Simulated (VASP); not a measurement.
Wanted: the native input for a VASP 6.6.1 run.

| Property | Result |
| --- | --- |
| Task | single point |
| Functional | PBEsol |
| Potentials or basis | VASP PAW PBE potentials, release 64 (Hf_pv, O) |
| Cutoff | 600 eV |
| k mesh | 6 × 6 × 6 |
| Occupations | gaussian, width 0.05 eV |
| Spin | no spin polarisation |
| Dipole correction | no |
| Further INCAR settings | ALGO = Normal; EDIFF = 1e-06; NBANDS = 31; ISYM = 0 |

The structure of HfO2 lies in POSCAR:

```
HfO2
1.0
    0.0000000000     -2.5220673945     -2.5220673945
    0.0000000000      2.5220673945     -2.5220673945
    5.0441347890      0.0000000000      0.0000000000
Hf O
2 4
Direct
    0.0239882567     -0.0239882567      0.0000000000
    0.4760117433      0.5239882567      0.5000000000
   -0.0009542797      0.4990457203      0.6859255822
    0.5009542797      0.0009542797      0.3140744178
   -0.0009542797      0.4990457203      0.1859255822
    0.5009542797      0.0009542797      0.8140744178
```

These files were run (other wordings do the same):

INCAR

```
PREC = Accurate
ENCUT = 600
EDIFF = 1E-6
ISMEAR = 0
SIGMA = 0.05
LREAL = False
LASPH = True
NELM = 120
ALGO = Normal
ISIF = 2
LWAVE = False
LCHARG = False
GGA = PS
NBANDS = 31
ISYM = 0
GGA_COMPAT = False
```

KPOINTS

```
Automatic mesh
0
Gamma
  6 6 6
```

Potentials or basis: VASP PAW PBE potentials, release 64 (Hf_pv, O).

Run with:

```console
$ cat potpaw_PBE.64/Hf_pv/POTCAR potpaw_PBE.64/O/POTCAR > POTCAR
$ mpirun -np 1 vasp_std > vasp.out
```

Results of the run:

```
Pressure               : 9.1 GPa
Largest force          : 1.830 eV/Å
Band gap on the k mesh : 4.43 eV (least direct gap 4.53 eV)
```

Caveat: the stress differs along the axes, from 6 to 16 GPa; the PAW data sets were made with another functional, which shifts forces and pressure a little; spin-orbit coupling is left out, which moves the levels of the heavy elements.

Run time: 4.3 min on 1 thread of Oxide Virtual Turin-like Processor, on a shared host, peak memory 0.3 GiB.
